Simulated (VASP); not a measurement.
Here is a VASP 6.6.1 calculation.

Contents of POSCAR:

```
W
1.0
    2.8466354769      0.0000000000      0.0000000000
    0.0000000000      4.9278756295      0.0000000000
    0.0000000000      0.0000000000      4.9884878908
W
4
Direct
    0.7931720000      0.9368430000      0.7500000000
    0.2068280000      0.4368430000      0.7500000000
    0.2068280000      0.0631570000      0.2500000000
    0.7931720000      0.5631570000      0.2500000000
```

File INCAR.step1:

```
PREC = Accurate ; ENCUT = 520
ISMEAR = -1 ; SIGMA = 0.05
LREAL = F ; LASPH = T
NELM = 60 ; NBANDS = 36
GGA = PE ; ALGO = Normal
EDIFF = 1E-4 ; LWAVE = T
LCHARG = F
```

The input INCAR.step2:

```
PREC = Accurate ; ENCUT = 520
EDIFF = 1E-7 ; ISMEAR = -1
SIGMA = 0.05 ; LREAL = F
LASPH = T ; NELM = 60
ALGO = Normal ; ISIF = 2
LWAVE = F ; LCHARG = F
METAGGA = R2SCAN ; LMIXTAU = T
NBANDS = 36 ; ISTART = 1
```

Contents of KPOINTS:

```
regular mesh
0
Gamma
  9 6 6
```

Potentials or basis: VASP PAW PBE potentials, release 64 (W_sv).

Launch:

```console
$ cat potpaw_PBE.64/W_sv/POTCAR > POTCAR
$ cp INCAR.step1 INCAR
$ mpirun -np 1 vasp_std > vasp.out
$ cp INCAR.step2 INCAR
$ mpirun -np 1 vasp_std > vasp.out
```

(1) Estimate the band gap on the k mesh.

(2) Predict the pressure.

(3) What does it give for the largest force?

Answers

(1) zero (bands 28 and 29 overlap by 1.11 eV).

(2) -15.8 GPa.

(3) 0.249 eV/Å.

Caveat: the cell stands under tension; the PAW data sets were made with another functional, which shifts forces and pressure a little; spin-orbit coupling is left out, which moves the levels of the heavy elements.
